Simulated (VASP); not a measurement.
## TiAl: single point with LDA

The system is TiAl.

```xyz
2
Lattice="2.8663 0.0000 0.0000 0.0000 3.0382 0.0000 0.0000 0.0000 3.1241" Properties=species:S:1:pos:R:3 pbc="T T T"
Ti    0.0000    0.0000    0.0000
Al    1.4332    1.5191    1.5620
```

This cell differs from its parent crystal: normal strain along x -0.0825, normal strain along y -0.0275.

```yaml
Program: VASP 6.6.1
Task: single point
Functional: LDA
Potentials_or_basis: VASP PAW LDA potentials, release 64 (Ti_sv, Al)
Cutoff: 520 eV
k_mesh: 14 × 14 × 14
Occupations: gaussian, width 0.15 eV
Spin: no spin polarisation
```

```json
{"Pressure": "18.4 GPa"}
```

Stress tensor (GPa, compression positive):
```
17.55  0.00  0.00
 0.00 16.64  0.00
 0.00  0.00 20.91
```

Levels at points of the mesh, in eV from the Fermi level:
| k point | band 4 | band 5 | band 6 | band 7 | band 8 | band 9 | band 10 | band 11 | band 12 | band 13 |
| --- | --- | --- | --- | --- | --- | --- | --- | --- | --- | --- |
| (0.00, 0.00, 0.00) | -32.26 | -9.87 | -1.93 | -1.70 | 1.91 | 2.32 | 2.46 | 4.25 | 5.04 | 6.90 |
| (0.50, 0.00, 0.00) | -32.34 | -5.54 | -5.43 | -0.54 | -0.28 | 0.08 | 2.31 | 4.46 | 6.77 | 9.48 |
| (0.00, 0.50, 0.00) | -32.24 | -6.20 | -5.57 | -0.75 | -0.32 | 0.85 | 2.56 | 3.67 | 6.70 | 9.44 |
| (0.50, 0.50, 0.00) | -32.36 | -5.19 | -1.94 | -1.52 | -1.52 | 0.36 | 0.55 | 3.62 | 6.31 | 6.40 |
| (0.00, 0.00, 0.50) | -32.24 | -6.49 | -5.61 | -0.81 | 0.04 | 0.85 | 2.65 | 3.28 | 6.82 | 10.13 |
| (0.50, 0.00, 0.50) | -32.32 | -5.35 | -2.17 | -1.56 | -1.56 | 0.58 | 0.84 | 3.39 | 6.20 | 6.22 |
| (0.00, 0.50, 0.50) | -32.22 | -5.75 | -2.31 | -2.12 | -1.69 | 1.25 | 1.31 | 3.18 | 5.36 | 6.03 |
| (0.50, 0.50, 0.50) | -32.56 | -3.57 | -3.56 | -3.54 | 1.71 | 3.32 | 3.37 | 3.55 | 3.77 | 3.94 |

It took 120 s on 1 thread of Intel(R) Xeon(R) 6975P-C (Granite Rapids), with other jobs on the host, peak memory 0.29 GiB.

Caveat: the cell differs from its parent crystal (normal strain along x -0.0825, normal strain along y -0.0275).
